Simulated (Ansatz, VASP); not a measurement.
## One calculation of SiNi3, two programs

The input INCAR:

```
ALGO     = Fast           # electronic algorithm
EDIFF    = 1E-6           # SCF threshold, eV
ENCUT    = 520            # plane-wave cutoff, eV
GGA      = PE             # functional
ISIF     = 2              # what is computed and relaxed
ISMEAR   = 0              # smearing method
LASPH    = T              # aspherical terms in the spheres
LCHARG   = F              # write CHGCAR
LREAL    = F              # projectors in reciprocal space
LWAVE    = F              # write WAVECAR
NBANDS   = 25             # bands
NELM     = 80             # most SCF steps
PREC     = Accurate       # precision mode
SIGMA    = 0.15           # smearing width, eV
```

The input KPOINTS:

```
k-points
0
Gamma
  14 14 14
```

Contents of POSCAR:

```
SiNi3
1.0
    3.5062596291      0.0000000000     -0.0525938944
    0.0000000000      3.5062596291      0.0000000000
   -0.0525938944      0.0000000000      3.5062596291
Si Ni
1 3
Direct
    0.0000000000      0.0000000000      0.0000000000
    0.0000000000      0.5000000000      0.5000000000
    0.5000000000      0.0000000000      0.5000000000
    0.5000000000      0.5000000000      0.0000000000
```

Input for Ansatz:

```yaml
crystal:
  lattice:
    - [3.5062596291, 0.0, -0.0525938944]
    - [0.0, 3.5062596291, 0.0]
    - [-0.0525938944, 0.0, 3.5062596291]
  atoms:
    - { symbol: Si, position: [0.0, 0.0, 0.0] }
    - { symbol: Ni, position: [0.0, 0.5, 0.5] }
    - { symbol: Ni, position: [0.5, 0.0, 0.5] }
    - { symbol: Ni, position: [0.5, 0.5, 0.0] }
basis:
  ecutwfc: 420
kpoints:
  mp_grid: { grid: [14, 14, 14] }
hamiltonian:
  xc: pbe
scf:
  occupations: { method: gaussian, width: 0.15 }
output:
  forces: true
  stress: true
  eigenvalues: true
```

Change from the starting cell: strain -0.0300 x Voigt [0, 0, 0, 0, 1, 0], atoms carried along.

Alike in both runs: task single point; functional PBE; k mesh 14 × 14 × 14; occupations gaussian, width 0.15 eV; no spin polarisation.

|  | VASP | Ansatz |
| --- | --- | --- |
| version | VASP 6.6.1 | Ansatz 0.2.0 |
| potentials or method | VASP PAW PBE potentials, release 64 (Si, Ni), cutoff 520 eV | scalar-relativistic, plane waves, PAW |
| valence electrons in the cell | 34 | 58 |

|  | VASP | Ansatz | Ansatz less VASP |
| --- | --- | --- | --- |
| gap on the k mesh at the Fermi level (eV) | none | none | - |
| pressure (GPa) | 0.1 | 0.3 | +0.13 |
| traceless stress, the component that is largest in VASP (GPa) | 3.91 | 3.93 | +0.018 |

A gap of «none» marks a metal or a gap that the smearing closes. VASP's potentials hold 34 valence electrons a cell and Ansatz's 58, so a difference there can come from the potentials and not from the codes.
